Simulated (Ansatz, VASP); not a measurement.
This is a calculation of GaSb for VASP 6.6.1.

The input INCAR:

```
PREC = Accurate
ENCUT = 520
EDIFF = 1E-6
ISMEAR = -1
SIGMA = 0.05
LREAL = False
LASPH = True
NELM = 60
ALGO = Fast
ISIF = 2
LWAVE = False
LCHARG = False
GGA = PE
```

KPOINTS

```
regular mesh
0
Gamma
  8 8 8
```

Contents of POSCAR:

```
GaSb
1.0
    0.0000000000      3.0590000000      3.0590000000
    3.0590000000      0.0000000000      3.0590000000
    3.0590000000      3.0590000000      0.0000000000
Sb Ga
1 1
Direct
    0.7500000000      0.7500000000      0.7500000000
    0.0000000000      0.0000000000      0.0000000000
```

Contents of KPOINTS_OPT:

```
path GXWKGLUWLK,UX
15
line-mode
reciprocal
 0.0000000000  0.0000000000  0.0000000000  G
 0.5000000000  0.0000000000  0.5000000000  X

 0.5000000000  0.0000000000  0.5000000000  X
 0.5000000000  0.2500000000  0.7500000000  W

 0.5000000000  0.2500000000  0.7500000000  W
 0.3750000000  0.3750000000  0.7500000000  K

 0.3750000000  0.3750000000  0.7500000000  K
 0.0000000000  0.0000000000  0.0000000000  G

 0.0000000000  0.0000000000  0.0000000000  G
 0.5000000000  0.5000000000  0.5000000000  L

 0.5000000000  0.5000000000  0.5000000000  L
 0.6250000000  0.2500000000  0.6250000000  U

 0.6250000000  0.2500000000  0.6250000000  U
 0.5000000000  0.2500000000  0.7500000000  W

 0.5000000000  0.2500000000  0.7500000000  W
 0.5000000000  0.5000000000  0.5000000000  L

 0.5000000000  0.5000000000  0.5000000000  L
 0.3750000000  0.3750000000  0.7500000000  K

 0.6250000000  0.2500000000  0.6250000000  U
 0.5000000000  0.0000000000  0.5000000000  X
```

Potentials or basis: VASP PAW PBE potentials, release 64 (Sb, Ga_d).

The run is started by

```bash
$ cat potpaw_PBE.64/Sb/POTCAR potpaw_PBE.64/Ga_d/POTCAR > POTCAR
$ mpirun -np 1 vasp_std > vasp.out
```

Question: Translate it to Ansatz 0.2.0. Potentials there: Ansatz PAW.

Answer: As run (the cutoff follows the program's own potentials):

Contents of input.yaml:

```yaml
crystal:
  lattice:
    - [0.0, 3.059, 3.059]
    - [3.059, 0.0, 3.059]
    - [3.059, 3.059, 0.0]
  atoms:
    - { symbol: Sb, position: [0.75, 0.75, 0.75] }
    - { symbol: Ga, position: [0.0, 0.0, 0.0] }
hamiltonian:
  xc: pbe
  pseudopotentials: { kind: paw }
kpoints:
  mp_grid: { grid: [8, 8, 8] }
  band_path:
    path:
      - [[0.0, 0.0, 0.0], [0.5, 0.0, 0.5], [0.5, 0.25, 0.75], [0.375, 0.375, 0.75], [0.0, 0.0, 0.0], [0.5, 0.5, 0.5], [0.625, 0.25, 0.625], [0.5, 0.25, 0.75], [0.5, 0.5, 0.5], [0.375, 0.375, 0.75]]
      - [[0.625, 0.25, 0.625], [0.5, 0.0, 0.5]]
    npoints: 14
scf:
  occupations: { method: fermi_dirac, width: 0.05 }
  n_extra_bands: 6
output:
  forces: true
  stress: true
  eigenvalues: true
  fatbands: false
```

Potentials or basis: Ansatz PAW.

Command:

```sh
$ ansatz run input.yaml --threads 2 --pin off --max-ram 5632MiB --backend cpu --events-out ev --progress --plain --runs-dir out
```

Both were run:

|  | VASP | Ansatz | Ansatz less VASP |
| --- | --- | --- | --- |
| gap on the k mesh at the Fermi level (eV) | none | none | - |
| pressure (GPa) | 2.4 | 2.3 | -0.11 |

A gap of «none» marks a metal or a gap that the smearing closes. The functional is the same, so the differences come from potentials, cutoffs and numerics. VASP's potentials hold 18 valence electrons a cell and Ansatz's 28, so a difference there can come from the potentials and not from the codes.

Spin-orbit coupling is off throughout.
